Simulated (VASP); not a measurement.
Wanted: the native input for a VASP 6.6.1 run.

| Item | Value |
| --- | --- |
| Task | single point |
| Functional | PBE |
| Potentials or basis | VASP PAW PBE potentials, release 64 (Ti_sv, O) |
| Cutoff | 520 eV |
| k mesh | 9 × 9 × 3 |
| Occupations | fermi-dirac, width 0.05 eV |
| Spin | no spin polarisation |
| Dipole correction | no |
| Further INCAR settings | ALGO = Normal; EDIFF = 1e-07; NBANDS = 60 |

The structure of TiO2 lies in POSCAR:

```
TiO2
1.0
    1.4740970000     -4.7965300000      0.0000000000
    1.4740970000      4.7965300000      0.0000000000
    0.0000000000      0.0000000000     10.2352230000
Ti O
4 8
Direct
    0.8661660000      0.1331300000      0.5831170000
    0.1371160000      0.8647780000      0.4162390000
    0.8707080000      0.1270240000      0.9160950000
    0.1279320000      0.8718240000      0.0828120000
    0.4916910000      0.5006420000      0.4944720000
    0.4956180000      0.5042700000      0.0022520000
    0.9506510000      0.0935660000      0.7503040000
    0.0598120000      0.9256050000      0.2502940000
    0.7592940000      0.2550320000      0.1003150000
    0.2490030000      0.7577240000      0.8955700000
    0.2459620000      0.7563610000      0.6030240000
    0.7717870000      0.2583330000      0.3993240000
```

This cell differs from its parent crystal: atoms moved at random.

One way to write it, as run:

INCAR

```
SYSTEM = TiO2
PREC     = Accurate       ! precision mode
ENCUT    = 520            ! plane-wave cutoff, eV
EDIFF    = 1E-7           ! SCF threshold, eV
ISMEAR   = -1             ! smearing method
SIGMA    = 0.05           ! smearing width, eV
LREAL    = .False.        ! projectors in reciprocal space
LASPH    = .True.         ! aspherical terms in the spheres
NELM     = 100            ! most SCF steps
ALGO     = Normal         ! electronic algorithm
ISIF     = 2              ! what is computed and relaxed
LWAVE    = .False.        ! write WAVECAR
LCHARG   = .False.        ! write CHGCAR
GGA      = PE             ! functional
NBANDS   = 60             ! bands
KPAR     = 4
```

KPOINTS

```
Automatic mesh
0
Gamma
  9 9 3
  0 0 0
```

Potentials or basis: VASP PAW PBE potentials, release 64 (Ti_sv, O).

Run with:

```sh
$ cat potpaw_PBE.64/Ti_sv/POTCAR potpaw_PBE.64/O/POTCAR > POTCAR
$ mpirun -np 4 vasp_std > vasp.out
```

Results of the run:

The pressure is 0.2 GPa. The largest force is 1.944 eV/Å and the band gap on the k mesh is 2.29 eV (least direct gap 2.37 eV).

Caveat: the cell differs from its parent crystal (atoms moved at random); forces of over 1 eV/Å act on the atoms, so gaps and moduli don't describe the material at rest.

Wall time 10 min on 4 MPI ranks on Intel(R) Xeon(R) Platinum 8259CL CPU @ 2.50GHz (Skylake/Cascade Lake) (shared host), peak memory 0.86 GiB a rank.
